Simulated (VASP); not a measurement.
# TiC18 in VASP: further runs, part 2 of 2

VASP 6.6.1. Earlier steps stand in the parts before.

## 3. Single point, PBE, collinear spin

INCAR reads:

```
  ALGO = Normal
  EDIFF = 1E-6
  ENCUT = 520
  GGA = PE
  ISIF = 2
  ISMEAR = -1
  ISPIN = 2
  LASPH = True
  LCHARG = False
  LMAXMIX = 4
  LORBIT = 11
  LREAL = Auto
  LWAVE = False
  MAGMOM = 0 0 0 0 0 0 0 0 0 0 0 0 0 0 0 0 0 0 1.52
  NBANDS = 61
  NELM = 150
  PREC = Accurate
  SIGMA = 0.05
```

KPOINTS reads:

```
k-points
0
Gamma
  2 2 1
```

POSCAR reads:

```
TiC18
1.0
    7.3980000000      0.0000000000      0.0000000000
   -3.6990000000      6.4068560000      0.0000000000
    0.0000000000      0.0000000000     11.0000000000
C Ti
18 1
Direct
   -0.0017704826     -0.0005731360      0.0892581818
    0.2207672973      0.1105832564      0.0825241818
    0.0003681576      0.3341958989      0.0923834545
    0.2217415338      0.4452438138      0.0933103636
   -0.0001041953      0.6664312418      0.0910331818
    0.2214862918      0.7761699342      0.0892699091
    0.3326431473     -0.0012914291      0.0825460000
    0.5556750324      0.1110613380      0.0920493636
    0.3331194974      0.3336155831      0.0920276364
    0.5562142774      0.4452758108      0.0940111818
    0.3333718674      0.6666096444      0.0923945455
    0.5562555186      0.7783093611      0.0923871818
    0.6673029740     -0.0003170042      0.0933220000
    0.8886685383      0.1113124753      0.0923907273
    0.6673359508      0.3341550052      0.0940170909
    0.8898502995      0.4451855949      0.0934152727
    0.6672454199      0.6677911912      0.0934108182
    0.8884911451      0.7778354937      0.0910302727
    0.3602829994      1.1383272856      0.2655826364
```

Potentials or basis: VASP PAW PBE potentials, release 64 (C, Ti_sv).

On the command line:

```sh
$ cat potpaw_PBE.64/C/POTCAR potpaw_PBE.64/Ti_sv/POTCAR > POTCAR
$ mpirun -np 1 vasp_std > vasp.out
```

OUTCAR:

```text
EDIFF = 1E-6
   ENCUT = 520
   GGA = PE
   ISIF = 2
   ISMEAR = -1
   ISPIN = 2
   LASPH = True
   LORBIT = 11
   LREAL = Auto
   NELM = 150
   PREC = Accurate

 ion  position               nearest neighbor table
   1  0.998  0.999  0.089-  14 1.42  18 1.42   2 1.43
   2  0.221  0.111  0.083-   1 1.43   9 1.43   7 1.43  19 2.22
   3  0.000  0.334  0.092-   4 1.42  16 1.42  14 1.43
   4  0.222  0.445  0.093-  11 1.42   3 1.42   9 1.43
   5  1.000  0.666  0.091-  16 1.42   6 1.42  18 1.43
   6  0.221  0.776  0.089-  11 1.42   5 1.42   7 1.43
   7  0.333  0.999  0.083-   6 1.43   8 1.43   2 1.43  19 2.23
   8  0.556  0.111  0.092-  13 1.43  15 1.43   7 1.43  19 2.46
   9  0.333  0.334  0.092-   4 1.43  10 1.43   2 1.43  19 2.46
  10  0.556  0.445  0.094-  15 1.42  17 1.43   9 1.43
  11  0.333  0.667  0.092-   4 1.42   6 1.42  12 1.43
  12  0.556  0.778  0.092-  13 1.42  17 1.42  11 1.43
  13  0.667  1.000  0.093-  14 1.42  12 1.42   8 1.43
  14  0.889  0.111  0.092-  13 1.42   1 1.42   3 1.43
  15  0.667  0.334  0.094-  10 1.42  16 1.43   8 1.43
  16  0.890  0.445  0.093-   5 1.42   3 1.42  15 1.43
  17  0.667  0.668  0.093-  18 1.42  12 1.42  10 1.43
  18  0.888  0.778  0.091-  17 1.42   1 1.42   5 1.43
  19  0.360  0.138  0.266-   2 2.22   7 2.23   9 2.46   8 2.46

  LATTYP: Found a hexagonal cell.
 ALAT       =     7.3980000000
 C/A-ratio  =     1.4868883482

  Lattice vectors:

 A1 = (   7.3980000000,   0.0000000000,   0.0000000000)
 A2 = (  -3.6990000000,   6.4068560000,   0.0000000000)
 A3 = (   0.0000000000,   0.0000000000,  11.0000000000)

Analysis of symmetry for initial positions (statically):
=====================================================================
 Subroutine PRICEL returns:
 Original cell was already a primitive cell.

 Routine SETGRP: Setting up the symmetry group for a
[... 207 lines left out ...]
      2     -34.5585      1.00000
      3     -34.3242      1.00000
      4     -34.2906      1.00000
      5     -20.3227      1.00000
      6     -17.9287      1.00000
[... 217 lines left out ...]
     53       3.4042      0.00000
     54       3.6019      0.00000
 Fermi energy:        -0.0451924976

 spin component 2

 k-point     1 :       0.0000    0.0000    0.0000
  band No.  band energies     occupation
      1     -56.4131      1.00000
      2     -33.1856      1.00000
      3     -32.6216      1.00000
      4     -32.5486      1.00000
      5     -20.3019      1.00000
      6     -17.8890      1.00000
[... 217 lines left out ...]
     53       3.4998      0.00000
     54       3.7271      0.00000
 [bands above 54 left out]

------------------------ aborting loop because EDIFF is reached ----------------------------------------

  FORCE on cell =-STRESS in cart. coord.  units (eV):
  Direction    XX          YY          ZZ          XY          YZ          ZX
  --------------------------------------------------------------------------------------
  -------------------------------------------------------------------------------------
  Total        5.7337048      5.6310060     -0.0007091     -0.0652253      1.6379569      0.9515691
  in kB       17.6195144     17.3039238     -0.0021791     -0.2004356      5.0333957      2.9241452
  external PRESSURE =      11.6404197 kB  Pullay stress =       0.0000000 kB

 VOLUME and BASIS-vectors are now :
 -----------------------------------------------------------------------------
  energy-cutoff  :      520.00
  volume of cell :      521.38
      direct lattice vectors                 reciprocal lattice vectors
     7.398000000  0.000000000  0.000000000     0.135171668  0.078041398  0.000000000
    -3.699000000  6.406856000  0.000000000     0.000000000  0.156082796  0.000000000
     0.000000000  0.000000000 11.000000000     0.000000000  0.000000000  0.090909091

 POSITION                                       TOTAL-FORCE (eV/Angst)
 -----------------------------------------------------------------------------------
      3.68802      6.40318      0.98184        -0.068778     -0.064089     -0.058059
      1.22419      0.70849      0.90777        -0.052993     -0.093795      0.026535
     -1.23347      2.14115      1.01622        -0.013695     -0.027295      0.013860
     -0.00651      2.85261      1.02641        -0.054270      0.003338      0.020737
      4.93210      4.26973      1.00136         0.012396     -0.042742     -0.023375
     -1.23250      4.97281      0.98197        -0.016961     -0.088839     -0.059364
[... 11 lines left out ...]
      3.69584      4.98348      1.00133        -0.040282     -0.012805     -0.022657
      2.15370      0.88624      2.92141         0.480106      0.831637     -0.480725
 -----------------------------------------------------------------------------------
    total drift:                                0.002072      0.012785     -0.096477

  FREE ENERGIE OF THE ION-ELECTRON SYSTEM (eV)
  ---------------------------------------------------
  free  energy   TOTEN  =      -169.8238865766 eV

  energy  without entropy=     -169.7771924023  energy(sigma->0) =     -169.80053949

 total charge

# of ion       s       p       d       tot
------------------------------------------
    1        0.862   1.792   0.000   2.654
    2        0.857   1.807   0.000   2.665
    3        0.862   1.794   0.000   2.655
    4        0.862   1.793   0.000   2.655
    5        0.861   1.795   0.000   2.657
    6        0.862   1.792   0.000   2.654
[... 11 lines left out ...]
   18        0.861   1.795   0.000   2.657
   19        2.127   5.997   2.162  10.286
--------------------------------------------------
tot         17.614  38.302   2.162  58.077

 magnetization (x)

# of ion       s       p       d       tot
------------------------------------------
    1        0.001  -0.001   0.000   0.000
    2       -0.000   0.010   0.000   0.009
    3        0.001   0.012   0.000   0.013
    4        0.000  -0.002   0.000  -0.002
    5        0.001   0.010   0.000   0.011
    6        0.001  -0.001   0.000   0.000
[... 11 lines left out ...]
   18        0.001   0.010   0.000   0.011
   19        0.020   0.002   1.711   1.734
--------------------------------------------------
tot          0.024   0.078   1.711   1.813
```

Run time: 15 min. Hardware: 1 thread of Intel Xeon 6975P-C (Granite Rapids), shared host; peak memory 0.82 GiB.

What came out:

| Property | Result |
| --- | --- |
| Free energy | -169.8239 eV |
| Largest force | 1.074 eV/Å |
| Net moment | 2.15 μB per cell |
| Site moments | C +0.00, +0.01, -0.00 (each value once); Ti +1.73 μB |
| Valence electrons inside the program's atomic spheres | C 2.65, 2.67, 2.66 (each value once); Ti 10.29 |

Forces on the atoms (eV/Å):
```
C   -0.069 -0.064 -0.058
C   -0.053 -0.094  0.027
C   -0.014 -0.027  0.014
C   -0.054  0.003  0.021
C    0.012 -0.043 -0.023
C   -0.017 -0.089 -0.059
C   -0.052 -0.089  0.025
C   -0.015 -0.044  0.089
C   -0.033 -0.033  0.094
C   -0.033 -0.043  0.132
C   -0.055 -0.052 -0.023
C   -0.020 -0.032  0.012
C    0.021 -0.051  0.026
C   -0.016 -0.076 -0.018
C   -0.020 -0.060  0.136
C   -0.018 -0.009  0.056
C   -0.005 -0.018  0.054
C   -0.040 -0.013 -0.023
Ti   0.480  0.832 -0.481
```

Levels at points of the mesh, in eV from the Fermi level:
Spin up:
```
           k point  band 39  band 40  band 41  band 42  band 43  band 44  band 45  band 46  band 47  band 48
(0.00, 0.00, 0.00)    -1.39    -1.37    -1.19    -1.11    -0.70     0.08     0.19     0.29     0.78     0.84
(0.50, 0.00, 0.00)    -3.46    -3.14    -0.76    -0.61    -0.32     0.16     0.27     0.50     1.16     1.84
(0.00, 0.50, 0.00)    -3.46    -3.14    -0.75    -0.61    -0.32     0.16     0.28     0.50     1.16     1.84
(0.50, 0.50, 0.00)    -3.41    -3.12    -0.76    -0.62    -0.28     0.03     0.38     0.47     1.30     1.84
```
Spin down:
| k point | band 38 | band 39 | band 40 | band 41 | band 42 | band 43 |
| --- | --- | --- | --- | --- | --- | --- |
| (0.00, 0.00, 0.00) | -3.73 | -1.16 | -1.15 | -0.93 | -0.86 | -0.06 |
| (0.50, 0.00, 0.00) | -3.44 | -3.40 | -3.12 | 0.08 | 0.33 | 0.70 |
| (0.00, 0.50, 0.00) | -3.44 | -3.40 | -3.12 | 0.08 | 0.33 | 0.70 |
| (0.50, 0.50, 0.00) | -3.49 | -3.37 | -3.11 | 0.05 | 0.31 | 0.79 |

Caveat: the k points lie up to 0.49 Å⁻¹ apart.
